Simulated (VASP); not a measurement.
Set up this calculation in VASP 6.6.1, as the native input.

| Property | Result |
| --- | --- |
| Task | single point |
| Functional | PBE |
| Potentials or basis | VASP PAW PBE potentials, release 64 (Dy_3, Be, F), 4f in core |
| Cutoff | 600 eV |
| k mesh | 6 × 6 × 4 |
| Occupations | gaussian, width 0.1 eV |
| Spin | no spin polarisation |
| Dipole correction | no |
| Mended | yes |
| Further INCAR settings | ALGO = Normal; EDIFF = 1e-06; NBANDS = 22 |

The structure of DyBe2F2 lies in POSCAR:

```
DyBe2F2
1.0
    3.9858959891      0.0000000000      0.0000000000
   -1.9929479946      3.4518871834      0.0000000000
    0.0000000000      0.0000000000      8.0259765484
Dy Be F
1 2 2
Direct
    0.0000000000      0.0000000000      0.5000000000
    0.0000000000      0.0000000000      0.8679685501
    0.0000000000      0.0000000000      0.1320314499
    0.3333333333      0.6666666667      0.5000000000
    0.6666666667      0.3333333333      0.5000000000
```

The cell was built from a structure type or drawn by symmetry, and may not be a known phase.

The input as run:

INCAR

```
PREC = Accurate ; ENCUT = 600
EDIFF = 1E-6 ; ISMEAR = 0
SIGMA = 0.1 ; LREAL = F
LASPH = T ; NELM = 200
ALGO = Normal ; ISIF = 2
LWAVE = F ; LCHARG = F
GGA = PE ; NBANDS = 22
GGA_COMPAT = F ; LMAXMIX = 6
```

KPOINTS

```
Automatic mesh
0
Gamma
  6 6 4
```

Potentials or basis: VASP PAW PBE potentials, release 64 (Dy_3, Be, F), 4f in core.

Launch:

```console
$ cat potpaw_PBE.64/Dy_3/POTCAR potpaw_PBE.64/Be/POTCAR potpaw_PBE.64/F/POTCAR > POTCAR
$ mpirun -np 1 vasp_std > vasp.out
```

Results of the run:

The pressure is 0.2 GPa. The largest force is 0.022 eV/Å and the band gap on the k mesh is zero (an odd number of electrons rules out a gap without spin polarisation).

Caveat: spin-orbit coupling is left out, which moves the levels of the heavy elements; the 4f electrons are frozen in the core, so they carry no moment and show no levels; an odd number of electrons without spin polarisation forces a metal; a magnetic or distorted state may lie lower; the run has no spin polarisation, though such a crystal can be magnetic.

It took 51 s on 1 thread of Intel(R) Xeon(R) Platinum 8488C (Sapphire Rapids) (shared host), peak memory 0.28 GiB.
